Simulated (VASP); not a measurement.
# MgO (Fm-3m) in VASP: single point with PBEsol

Aim: the single point of MgO with PBEsol.

Program: VASP 6.6.1. These are calculated values, not measurements. Logs are shortened: lines on timing, memory, paths and dates and some standing lists are left out, and cuts for length are marked.

## (1) The cell of the first run

The structure is cubic, space group Fm-3m (No. 225). Conventional cell: a = 4.215 Å, b = 4.215 Å, c = 4.215 Å, α = 90.00°, β = 90.00°, γ = 90.00°. Mg (site symmetry m-3m) has 6 O at 2.11 Å within 2.8 Å. Within 2.8 Å of O (site symmetry m-3m) lie 6 Mg at 2.11 Å.

## (2) Single point, PBEsol

Contents of INCAR:

```
SYSTEM = MgO
PREC = Accurate ; ENCUT = 600
EDIFF = 1E-6 ; ISMEAR = 0
SIGMA = 0.02 ; LREAL = .FALSE.
LASPH = .TRUE. ; NELM = 120
ALGO = Normal ; ISIF = 2
LWAVE = .FALSE. ; LCHARG = .TRUE.
GGA = PS ; LELF = .TRUE.
LVHAR = .TRUE. ; NBANDS = 11
GGA_COMPAT = .FALSE.
```

Contents of KPOINTS:

```
regular mesh
0
G
  10 10 10
  0 0 0
```

Contents of POSCAR:

```
MgO
1.0
    0.0000000000      2.1075221072      2.1075221072
    2.1075221072      0.0000000000      2.1075221072
    2.1075221072      2.1075221072      0.0000000000
Mg O
1 1
Direct
    0.0000000000      0.0000000000      0.0000000000
    0.5000000000      0.5000000000      0.5000000000
```

Potentials or basis: VASP PAW PBE potentials, release 64 (Mg, O).

Run with:

```console
$ cat potpaw_PBE.64/Mg/POTCAR potpaw_PBE.64/O/POTCAR > POTCAR
$ mpirun -np 1 vasp_std > vasp.out
```

OUTCAR:

```text
SYSTEM = MgO
   PREC = Accurate
   ENCUT = 600
   EDIFF = 1E-6
   ISMEAR = 0
   LREAL = .FALSE.
   LASPH = .TRUE.
   NELM = 120
   ISIF = 2
   GGA = PS

 ion  position               nearest neighbor table
   1  0.000  0.000  0.000-   2 2.11   2 2.11   2 2.11   2 2.11   2 2.11   2 2.11
   2  0.500  0.500  0.500-   1 2.11   1 2.11   1 2.11   1 2.11   1 2.11   1 2.11

  LATTYP: Found a face centered cubic cell.
 ALAT       =     4.2150442144

  Lattice vectors:

 A1 = (   0.0000000000,   2.1075221072,   2.1075221072)
 A2 = (   2.1075221072,   0.0000000000,   2.1075221072)
 A3 = (   2.1075221072,   2.1075221072,   0.0000000000)

Analysis of symmetry for initial positions (statically):
=====================================================================
 Subroutine PRICEL returns:
 Original cell was already a primitive cell.

 Routine SETGRP: Setting up the symmetry group for a
 face centered cubic supercell.

 Subroutine GETGRP returns: Found 48 space group operations
 (whereof 48 operations were pure point group operations)
 out of a pool of 48 trial point group operations.

The static configuration has the point symmetry O_h .

Analysis of symmetry for dynamics (positions and initial velocities):
=====================================================================
 Subroutine PRICEL returns:
 Original cell was already a primitive cell.

 Routine SETGRP: Setting up the symmetry group for a
 face centered cubic supercell.

 Subroutine GETGRP returns: Found 48 space group operations
 (whereof 48 operations were pure point group operations)
 out of a pool of 48 trial point group operations.

The dynamic configuration has the point symmetry O_h .

 Subroutine INISYM returns: Found 48 space group operations
 (whereof 48 operations are pure point group operations),
 and found     1 'primitive' translations

----------------------------------------------------------------------------------------

                                     Primitive cell

  volume of cell :      18.7217

  direct lattice vectors                    reciprocal lattice vectors
     0.000000000  2.107522107  2.107522107    -0.237245435  0.237245435  0.237245435
     2.107522107  0.000000000  2.107522107     0.237245435 -0.237245435  0.237245435
     2.107522107  2.107522107  0.000000000     0.237245435  0.237245435 -0.237245435

  length of vectors
     2.980486347  2.980486347  2.980486347     0.410921148  0.410921148  0.410921148

  position of ions in fractional coordinates (direct lattice)
     0.000000000  0.000000000  0.000000000
[... 81 lines left out ...]
   NSW    =      0    number of steps for IOM
   IBRION =     -1    ionic relax: 0-MD 1-quasi-New 2-CG
   NFREE  =      0    steps in history (QN), initial steepest desc. (CG)
   ISIF   =      2    stress and relaxation
   ISYM   =      2    0-nonsym 1-usesym 2-fastsym
   POTIM  = 0.5000    time-step for ionic-motion
   TEBEG  =    0.0;   TEEND  =   0.0 temperature during run
   PSTRESS=    0.0 pullay stress
   NELECT =       8.0000    total number of electrons
   NUPDOWN=      -1.0000    fix difference up-down
   EMIN   =  10.00;   EMAX   =-10.00  energy-range for DOS
   EFERMI =   0.00;   METHOD = LEGACY
   ISMEAR =     0;   SIGMA  =   0.02  broadening in eV -4-tet -1-fermi 0-gaus
   EFERMI_NEDOS =   21; number of points for ismear=-14 and -15
   IALGO  =     38    algorithm
   IMIX   =      4    mixing-type and parameters
     AMIX     =   0.40;   BMIX     =  1.00
     AMIX_MAG =   1.60;   BMIX_MAG =  1.00
  volume/ion in A,a.u.               =       9.36        63.17
  Fermi-wavevector in a.u.,A,eV,Ry     =   1.233075  2.330173 20.687291  1.520473
  Thomas-Fermi vector in A             =   2.367819
   LORBIT       =      0    0 simple, 1 ext, 2 COOP (PROOUT), +10 PAW based schemes
   GGA     = PS    functional components
   LHFCALC =     F    Hartree Fock is set to
   AEXX    =    0.0000 exact exchange contribution
   IVDW    =     0    specifies the selected vdW correction
   LEPSILON=     F    determine dielectric tensor
   LRPA    =     F    only Hartree local field effects (RPA)
 non-spin polarized calculation
 Gauss-broadening in eV      SIGMA  =   0.02
  energy-cutoff  :      600.00
  volume of cell :       18.72
 maximum number of plane-waves:       636
   NGX = 11   NGY = 11   NGZ = 11

 number of electron       8.0000005 magnetization

 Free energy of the ion-electron system (eV)
  ---------------------------------------------------
  ext. energy  EPLUGINS =         0.00000000
  ---------------------------------------------------
  free energy    TOTEN  =       -12.51539045 eV

  energy without entropy =      -12.51539045  energy(sigma->0) =      -12.51539045

 E-fermi :   3.1405     XC(G=0): -11.2997

 val. band max:        3.0495930116   @ k =   0.0000   0.0000   0.0000
 cond. band min:       7.6646918722   @ k =   0.0000   0.0000   0.0000
 fundamental gap:      4.6150988606
 Fermi energy:         3.1405365608

 k-point     1 :       0.0000    0.0000    0.0000
  band No.  band energies     occupation
      1     -14.1444      2.00000
      2       3.0496      2.00000
      3       3.0496      2.00000
      4       3.0496      2.00000
      5       7.6647      0.00000
      6      18.6720      0.00000
      7      18.6720      0.00000
      8      18.6720      0.00000
      9      22.5084      0.00000
     10      24.3900      0.00000
     11      24.3900      0.00000
[... 309 lines left out ...]
 k-point    24 :       0.4000    0.3000    0.0000
  band No.  band energies     occupation
      1     -12.8839      2.00000
      2      -0.5704      2.00000
      3       1.7296      2.00000
      4       1.9528      2.00000
      5      12.4973      0.00000
      6      13.0490      0.00000
      7      16.5076      0.00000
      8      21.0669      0.00000
      9      21.2710      0.00000
     10      27.7872      0.00000
     11      29.8989      0.00000

 [... further k-points ...]
[... 5 lines left out ...]
  --------------------------------------------------------------------------------------
  -------------------------------------------------------------------------------------
  Total       -0.0966925     -0.0966925     -0.0966925     -0.0000000     -0.0000000      0.0000000
  in kB       -8.2747909     -8.2747909     -8.2747909     -0.0000000     -0.0000000      0.0000000
  external PRESSURE =      -8.2747909 kB  Pullay stress =       0.0000000 kB

 VOLUME and BASIS-vectors are now :
 -----------------------------------------------------------------------------
  energy-cutoff  :      600.00
  volume of cell :       18.72
      direct lattice vectors                 reciprocal lattice vectors
     0.000000000  2.107522107  2.107522107    -0.237245435  0.237245435  0.237245435
     2.107522107  0.000000000  2.107522107     0.237245435 -0.237245435  0.237245435
     2.107522107  2.107522107  0.000000000     0.237245435  0.237245435 -0.237245435

 POSITION                                       TOTAL-FORCE (eV/Angst)
 -----------------------------------------------------------------------------------
      0.00000      0.00000      0.00000         0.000000      0.000000      0.000000
      2.10752      2.10752      2.10752        -0.000000     -0.000000      0.000000
 -----------------------------------------------------------------------------------
    total drift:                               -0.000000     -0.000000      0.000000

  FREE ENERGIE OF THE ION-ELECTRON SYSTEM (eV)
  ---------------------------------------------------
  free  energy   TOTEN  =       -12.5153904542 eV

  energy  without entropy=      -12.5153904542  energy(sigma->0) =      -12.51539045
```

stdout:

```text
POSCAR found type information on POSCAR MgO
 POSCAR found :  2 types and       2 ions
 scaLAPACK will be used
 -----------------------------------------------------------------------------
|                                                                             |
|                                                                             |
|     You enforced a specific xc type in the INCAR file but a different       |
|     I HOPE YOU KNOW WHAT YOU ARE DOING!                                     |
|                                                                             |
 -----------------------------------------------------------------------------

 LDA part: xc-table for (Slater+PW92), standard interpolation
 POSCAR, INCAR and KPOINTS ok, starting setup
 FFT: planning ... GRIDC
 FFT: planning ... GRID_SOFT
 FFT: planning ... GRID
 WAVECAR not read
 entering main loop
```

It took 7.2 s on 1 thread of Intel Xeon Platinum 8259CL at 2.50GHz (Skylake/Cascade Lake), shared host; peak memory 0.14 GiB.

Results:

```
Free energy            : -12.5154 eV
Pressure               : -0.8 GPa
Band gap on the k mesh : 4.62 eV
```

Caveat: the PAW data sets were made with another functional, which shifts forces and pressure a little.
